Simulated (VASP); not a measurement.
# In (I4/mmm) in VASP: further runs

Runs on In. Level: PBE. Tasks: electric field gradients.

All numbers are computed with VASP 6.6.1; they aren't measurements. Logs are shortened: lines on timing, memory, paths and dates and some standing lists are left out, and cuts for length are marked.

### 1 The cell of the first run

It takes space group I4/mmm (No. 139, tetragonal). Conventional cell: a = 3.241 Å, b = 3.241 Å, c = 4.931 Å, α = 90.00°, β = 90.00°, γ = 90.00°. In (site symmetry 4/mmm) has 12 In at 3.24 to 3.37 Å within 4.3 Å.

### 2 Electric field gradients, PBE (25.91 Å³/atom)

Input file INCAR:

```
PREC = Accurate ; ENCUT = 400
EDIFF = 1E-8 ; ISMEAR = -1
SIGMA = 0.05 ; LREAL = False
LASPH = True ; NELM = 120
ALGO = Normal ; ISIF = 2
LWAVE = False ; LCHARG = False
GGA = PE ; LEFG = True
ISYM = 0 ; NBANDS = 12
GGA_COMPAT = False
```

Input file KPOINTS:

```
Automatic mesh
0
Gamma
  12 12 14
```

Input file POSCAR:

```
In
1.0
   -1.6207113306      1.6207113306      2.4656758579
    1.6207113306     -1.6207113306      2.4656758579
    1.6207113306      1.6207113306     -2.4656758579
In
1
Direct
    0.0000000000      0.0000000000      0.0000000000
```

Potentials or basis: VASP PAW PBE potentials, release 64 (In_d).

Command:

```bash
$ cat potpaw_PBE.64/In_d/POTCAR > POTCAR
$ mpirun -np 1 vasp_std > vasp.out
```

OUTCAR:

```text
PREC = Accurate
   ENCUT = 400
   EDIFF = 1E-8
   ISMEAR = -1
   LREAL = False
   LASPH = True
   NELM = 120
   ISIF = 2
   GGA = PE
   ISYM = 0

 ion  position               nearest neighbor table
   1  0.000  0.000  0.000-

IMPORTANT INFORMATION: All symmetrisations will be switched off!
NOSYMM: (Re-)initialisation of all symmetry stuff for point group C_1.

----------------------------------------------------------------------------------------

                                     Primitive cell

  volume of cell :      25.9064

  direct lattice vectors                    reciprocal lattice vectors
    -1.620711331  1.620711331  2.465675858     0.000000000  0.308506512  0.202784157
     1.620711331 -1.620711331  2.465675858     0.308506512  0.000000000  0.202784157
     1.620711331  1.620711331 -2.465675858     0.308506512  0.308506512  0.000000000

  length of vectors
     3.366447366  3.366447366  3.366447366     0.369185160  0.369185160  0.436294094

  position of ions in fractional coordinates (direct lattice)
     0.000000000  0.000000000  0.000000000

  ion indices of the primitive-cell ions
   primitive index   ion index
                 1           1

----------------------------------------------------------------------------------------

 KPOINTS: Automatic mesh

Automatic generation of k-mesh.
 Grid dimensions read from file:
 generate k-points for:   12   12   14

 Generating k-lattice:

  Cartesian coordinates                     Fractional coordinates (reciprocal lattice)
     0.000000000  0.025708876  0.016898680     0.083333333 -0.000000000  0.000000000
     0.025708876  0.000000000  0.016898680    -0.000000000  0.083333333  0.000000000
     0.022036179  0.022036179  0.000000000     0.000000000  0.000000000  0.071428571

  Length of vectors
     0.030765430  0.030765430  0.031163864

  Shift w.r.t. Gamma in fractional coordinates (k-lattice)
     0.000000000  0.000000000  0.000000000

 -----------------------------------------------------------------------------
|                                                                             |
|           W    W    AA    RRRRR   N    N  II  N    N   GGGG   !!!           |
|           W    W   A  A   R    R  NN   N  II  NN   N  G    G  !!!           |
[... 107 lines left out ...]

 Free energy of the ion-electron system (eV)
  ---------------------------------------------------
  ext. energy  EPLUGINS =         0.00000000
  ---------------------------------------------------
  free energy    TOTEN  =        -2.54851348 eV

  energy without entropy =       -2.54445693  energy(sigma->0) =       -2.54648521

 E-fermi :   7.6277     XC(G=0): -10.2994

 val. band max:        7.6257795905   @ k =  -0.4167  -0.4167   0.2857
 cond. band min:       7.6332250688   @ k =   0.1667   0.0833   0.4286
 fundamental gap:      0.0074454782
 Fermi energy:         7.6277293741

 k-point     1 :       0.0000    0.0000    0.0000
  band No.  band energies     occupation
      1      -7.0823      2.00000
      2      -6.9750      2.00000
      3      -6.9740      2.00000
      4      -6.8908      2.00000
      5      -6.7849      2.00000
      6      -1.9770      2.00000
      7      18.2650      0.00000
      8      18.2658      0.00000
      9      18.4427      0.00000
     10      19.2329      0.00000
     11      21.6816      0.00000
     12      21.8011      0.00000
[... 331 lines left out ...]
 k-point    24 :       0.3333    0.1667    0.0000
  band No.  band energies     occupation
      1      -7.0253      2.00000
      2      -6.9881      2.00000
      3      -6.9272      2.00000
      4      -6.7641      2.00000
      5      -6.7416      2.00000
      6       1.9176      2.00000
      7       7.3348      1.99430
      8      12.2899      0.00000
      9      15.0406      0.00000
     10      17.7907      0.00000
     11      20.9489      0.00000
     12      22.7674      0.00000

 [... further k-points ...]
[... 5 lines left out ...]
  --------------------------------------------------------------------------------------
  -------------------------------------------------------------------------------------
  Total        0.3785649      0.3785654      0.4264016     -0.0405278      0.0311615      0.0311616
  in kB       23.4122775     23.4123060     26.3707293     -2.5064353      1.9271769      1.9271830
  external PRESSURE =      24.3984376 kB  Pullay stress =       0.0000000 kB

 VOLUME and BASIS-vectors are now :
 -----------------------------------------------------------------------------
  energy-cutoff  :      400.00
  volume of cell :       25.91
      direct lattice vectors                 reciprocal lattice vectors
    -1.620711331  1.620711331  2.465675858     0.000000000  0.308506512  0.202784157
     1.620711331 -1.620711331  2.465675858     0.308506512  0.000000000  0.202784157
     1.620711331  1.620711331 -2.465675858     0.308506512  0.308506512  0.000000000

 POSITION                                       TOTAL-FORCE (eV/Angst)
 -----------------------------------------------------------------------------------
      0.00000      0.00000      0.00000         0.000000      0.000000      0.000000
 -----------------------------------------------------------------------------------
    total drift:                                0.000000      0.000000      0.000000

  FREE ENERGIE OF THE ION-ELECTRON SYSTEM (eV)
  ---------------------------------------------------
  free  energy   TOTEN  =        -2.5485134805 eV

  energy  without entropy=       -2.5444569317  energy(sigma->0) =       -2.54648521

 Electric field gradients (V/A^2)
---------------------------------------------------------------------
 ion       V_xx      V_yy      V_zz      V_xy      V_xz      V_yz
---------------------------------------------------------------------
   1      -9.067    -9.067    18.135     2.455    -1.768    -1.768
---------------------------------------------------------------------

 Electric field gradients after diagonalization (V/A^2)
 (convention: |V_zz| > |V_xx| > |V_yy|)
----------------------------------------------------------------------
 ion       V_xx      V_yy      V_zz     asymmetry (V_yy - V_xx)/ V_zz
----------------------------------------------------------------------
   1     -11.523    -6.862    18.385       0.254
----------------------------------------------------------------------

           NMR quadrupolar parameters

 Cq : quadrupolar parameter    Cq=e*Q*V_zz/h
 eta: asymmetry parameters     (V_yy - V_xx)/ V_zz
 Q  : nuclear electric quadrupole moment in mb (millibarn)
----------------------------------------------------------------------
 ion       Cq(MHz)       eta       Q (mb)
----------------------------------------------------------------------
   1       0.044       0.254       1.000
----------------------------------------------------------------------
```

stdout:

```text
POSCAR found type information on POSCAR In
 POSCAR found :  1 types and       1 ions
 scaLAPACK will be used
 LDA part: xc-table for (Slater+PW92), standard interpolation
 -----------------------------------------------------------------------------
[... 27 lines left out ...]
     0.0001071    -0.0080011     0.0098742     0.2308233     0.0098758     0.0000022
     0.0001475    -0.0080011     0.0098742     0.2308233     0.0098758     0.0000022

     0.0000565    -2.2552415     1.6269544   -14.4997800     1.6269682    -0.0000058
     0.0000778    -2.2550550     1.6268261   -14.4980799     1.6268399    -0.0000058
     0.0001071    -2.2547594     1.6266232   -14.4953512     1.6266370    -0.0000058
     0.0001475    -2.2542929     1.6263037   -14.4909890     1.6263175    -0.0000058
```

Run time: 4 min. Hardware: 1 thread of Oxide Virtual Turin-like, shared host; peak memory 0.27 GiB.

Results:

- Free energy: -2.5485 eV
- Pressure: 2.4 GPa
- Band gap on the k mesh: zero (an odd number of electrons rules out a gap without spin polarisation)
- Largest electric field gradient by atom: In +18.4 V/Å²

Levels at points of the mesh, in eV from the Fermi level:
| k point | band 2 | band 3 | band 4 | band 5 | band 6 | band 7 | band 8 | band 9 | band 10 | band 11 |
| --- | --- | --- | --- | --- | --- | --- | --- | --- | --- | --- |
| (0.00, 0.00, 0.00) | -14.60 | -14.60 | -14.52 | -14.41 | -9.60 | 10.64 | 10.64 | 10.81 | 11.61 | 14.05 |
| (0.50, 0.00, 0.00) | -14.67 | -14.59 | -14.32 | -14.28 | -4.30 | -3.41 | 7.61 | 9.24 | 11.14 | 11.51 |
| (0.00, 0.50, 0.00) | -14.67 | -14.59 | -14.32 | -14.28 | -4.30 | -3.41 | 7.61 | 9.24 | 11.14 | 11.51 |
| (0.50, 0.50, 0.00) | -14.77 | -14.32 | -14.30 | -14.21 | -1.98 | -1.62 | 3.55 | 3.98 | 7.08 | 7.38 |
| (0.00, 0.00, 0.50) | -14.77 | -14.32 | -14.30 | -14.21 | -1.98 | -1.62 | 3.55 | 3.98 | 7.08 | 7.38 |
| (0.50, 0.00, 0.50) | -14.67 | -14.59 | -14.32 | -14.28 | -4.30 | -3.41 | 7.61 | 9.24 | 11.14 | 11.51 |
| (0.00, 0.50, 0.50) | -14.67 | -14.59 | -14.32 | -14.28 | -4.30 | -3.41 | 7.61 | 9.24 | 11.14 | 11.51 |
| (0.50, 0.50, 0.50) | -14.77 | -14.31 | -14.28 | -14.27 | -2.90 | -2.70 | 4.76 | 4.76 | 8.23 | 8.26 |

Electric field gradients, principal values (V/Å²):
```csv
atom,least,middle,greatest (by size)
1 In,-6.862,-11.523,18.385
```

Caveat: without QUAD_EFG the Cq values of the log hold for a quadrupole moment of 1 mb, not for the nuclei; spin-orbit coupling is left out, which moves the levels of the heavy elements.

### 3 Electric field gradients, PBE (26.69 Å³/atom)

This run uses another cell than the first one, of 26.69 Å³/atom.

Input file INCAR:

```
PREC = Accurate
ENCUT = 400
EDIFF = 1E-8
ISMEAR = -1
SIGMA = 0.05
LREAL = False
LASPH = True
NELM = 120
ALGO = Normal
ISIF = 2
LWAVE = False
LCHARG = False
GGA = PE
LEFG = True
ISYM = 0
NBANDS = 12
GGA_COMPAT = False
```

Input file KPOINTS:

```
regular mesh
0
Gamma
  12 12 14
```

Input file POSCAR:

```
In
1.0
   -1.6369195191      1.6369195191      2.4903342523
    1.6369195191     -1.6369195191      2.4903342523
    1.6369195191      1.6369195191     -2.4903342523
In
1
Direct
    0.0000000000      0.0000000000      0.0000000000
```

Potentials or basis: VASP PAW PBE potentials, release 64 (In_d).

Command:

```bash
$ cat potpaw_PBE.64/In_d/POTCAR > POTCAR
$ mpirun -np 1 vasp_std > vasp.out
```

OUTCAR:

```text
PREC = Accurate
   ENCUT = 400
   EDIFF = 1E-8
   ISMEAR = -1
   LREAL = False
   LASPH = True
   NELM = 120
   ISIF = 2
   GGA = PE
   ISYM = 0

 ion  position               nearest neighbor table
   1  0.000  0.000  0.000-

IMPORTANT INFORMATION: All symmetrisations will be switched off!
NOSYMM: (Re-)initialisation of all symmetry stuff for point group C_1.

----------------------------------------------------------------------------------------

                                     Primitive cell

  volume of cell :      26.6915

  direct lattice vectors                    reciprocal lattice vectors
    -1.636919519  1.636919519  2.490334252     0.000000000  0.305451792  0.200776261
     1.636919519 -1.636919519  2.490334252     0.305451792  0.000000000  0.200776261
     1.636919519  1.636919519 -2.490334252     0.305451792  0.305451792  0.000000000

  length of vectors
     3.400114073  3.400114073  3.400114073     0.365529621  0.365529621  0.431974066

  position of ions in fractional coordinates (direct lattice)
     0.000000000  0.000000000  0.000000000

  ion indices of the primitive-cell ions
   primitive index   ion index
                 1           1

----------------------------------------------------------------------------------------

 KPOINTS: regular mesh

Automatic generation of k-mesh.
 Grid dimensions read from file:
 generate k-points for:   12   12   14

 Generating k-lattice:

  Cartesian coordinates                     Fractional coordinates (reciprocal lattice)
     0.000000000  0.025454316  0.016731355     0.083333333 -0.000000000  0.000000000
     0.025454316  0.000000000  0.016731355    -0.000000000  0.083333333  0.000000000
[... 143 lines left out ...]
      7      17.6585      0.00000
      8      17.6591      0.00000
      9      17.8216      0.00000
     10      18.8320      0.00000
     11      21.0840      0.00000
     12      21.2186      0.00000
[... 331 lines left out ...]
 k-point    24 :       0.3333    0.1667    0.0000
  band No.  band energies     occupation
      1      -7.3286      2.00000
      2      -7.2948      2.00000
      3      -7.2399      2.00000
      4      -7.0892      2.00000
      5      -7.0682      2.00000
      6       1.6816      2.00000
      7       6.9998      1.99292
      8      11.8390      0.00000
      9      14.5414      0.00000
     10      17.3061      0.00000
     11      20.3815      0.00000
     12      22.1705      0.00000

 [... further k-points ...]
[... 5 lines left out ...]
  --------------------------------------------------------------------------------------
  -------------------------------------------------------------------------------------
  Total        0.1709186      0.1709177      0.2156338     -0.0294553      0.0273778      0.0273780
  in kB       10.2595344     10.2594808     12.9435985     -1.7680801      1.6433768      1.6433860
  external PRESSURE =      11.1542046 kB  Pullay stress =       0.0000000 kB

 VOLUME and BASIS-vectors are now :
 -----------------------------------------------------------------------------
  energy-cutoff  :      400.00
  volume of cell :       26.69
      direct lattice vectors                 reciprocal lattice vectors
    -1.636919519  1.636919519  2.490334252     0.000000000  0.305451792  0.200776261
     1.636919519 -1.636919519  2.490334252     0.305451792  0.000000000  0.200776261
     1.636919519  1.636919519 -2.490334252     0.305451792  0.305451792  0.000000000

 POSITION                                       TOTAL-FORCE (eV/Angst)
 -----------------------------------------------------------------------------------
      0.00000      0.00000      0.00000         0.000000      0.000000     -0.000000
 -----------------------------------------------------------------------------------
    total drift:                                0.000000      0.000000     -0.000000

  FREE ENERGIE OF THE ION-ELECTRON SYSTEM (eV)
  ---------------------------------------------------
  free  energy   TOTEN  =        -2.5576401212 eV

  energy  without entropy=       -2.5534764008  energy(sigma->0) =       -2.55555826

 Electric field gradients (V/A^2)
---------------------------------------------------------------------
 ion       V_xx      V_yy      V_zz      V_xy      V_xz      V_yz
---------------------------------------------------------------------
   1      -8.694    -8.694    17.388     1.819    -1.743    -1.743
---------------------------------------------------------------------

 Electric field gradients after diagonalization (V/A^2)
 (convention: |V_zz| > |V_xx| > |V_yy|)
----------------------------------------------------------------------
 ion       V_xx      V_yy      V_zz     asymmetry (V_yy - V_xx)/ V_zz
----------------------------------------------------------------------
   1     -10.513    -7.123    17.636       0.192
----------------------------------------------------------------------

           NMR quadrupolar parameters

 Cq : quadrupolar parameter    Cq=e*Q*V_zz/h
 eta: asymmetry parameters     (V_yy - V_xx)/ V_zz
 Q  : nuclear electric quadrupole moment in mb (millibarn)
----------------------------------------------------------------------
 ion       Cq(MHz)       eta       Q (mb)
----------------------------------------------------------------------
   1       0.043       0.192       1.000
----------------------------------------------------------------------
```

stdout:

```text
POSCAR found type information on POSCAR In
 POSCAR found :  1 types and       1 ions
 scaLAPACK will be used
 LDA part: xc-table for (Slater+PW92), standard interpolation
 -----------------------------------------------------------------------------
[... 27 lines left out ...]
     0.0001071    -0.0049970     0.0081719     0.2130664     0.0081728     0.0000009
     0.0001475    -0.0049970     0.0081719     0.2130663     0.0081728     0.0000009

     0.0000565    -1.6699940     1.6032211   -13.8990360     1.6032122    -0.0000023
     0.0000778    -1.6698544     1.6030920   -13.8974199     1.6030831    -0.0000023
     0.0001071    -1.6696329     1.6028877   -13.8948267     1.6028788    -0.0000023
     0.0001475    -1.6692832     1.6025657   -13.8906823     1.6025569    -0.0000023
```

Run time: 5.5 min. Hardware: 1 thread of Oxide Virtual Turin-like, shared host; peak memory 0.28 GiB.

What came out:

- Free energy: -2.5576 eV
- Pressure: 1.1 GPa
- Band gap on the k mesh: zero (an odd number of electrons rules out a gap without spin polarisation)
- Largest electric field gradient by atom: In +17.6 V/Å²

Stress tensor (GPa, compression positive):
```
 1.03 -0.18  0.16
-0.18  1.03  0.16
 0.16  0.16  1.29
```

Levels at points of the mesh, in eV from the Fermi level:
```
           k point  band 4  band 5  band 6  band 7  band 8  band 9
(0.00, 0.00, 0.00)  -14.49  -14.39   -9.39   10.38   10.38   10.54
(0.50, 0.00, 0.00)  -14.31  -14.27   -4.28   -3.27    7.44    9.02
(0.00, 0.50, 0.00)  -14.31  -14.27   -4.28   -3.27    7.44    9.02
(0.50, 0.50, 0.00)  -14.29  -14.21   -1.88   -1.68    3.50    3.93
(0.00, 0.00, 0.50)  -14.29  -14.21   -1.88   -1.68    3.50    3.93
(0.50, 0.00, 0.50)  -14.31  -14.27   -4.28   -3.27    7.44    9.02
(0.00, 0.50, 0.50)  -14.31  -14.27   -4.28   -3.27    7.44    9.02
(0.50, 0.50, 0.50)  -14.26  -14.26   -2.93   -2.58    4.69    4.69
```

Electric field gradients, principal values (V/Å²):
```
atom   least   middle  greatest (by size)
1 In  -7.123  -10.513              17.636
```

Caveat: without QUAD_EFG the Cq values of the log hold for a quadrupole moment of 1 mb, not for the nuclei; spin-orbit coupling is left out, which moves the levels of the heavy elements.
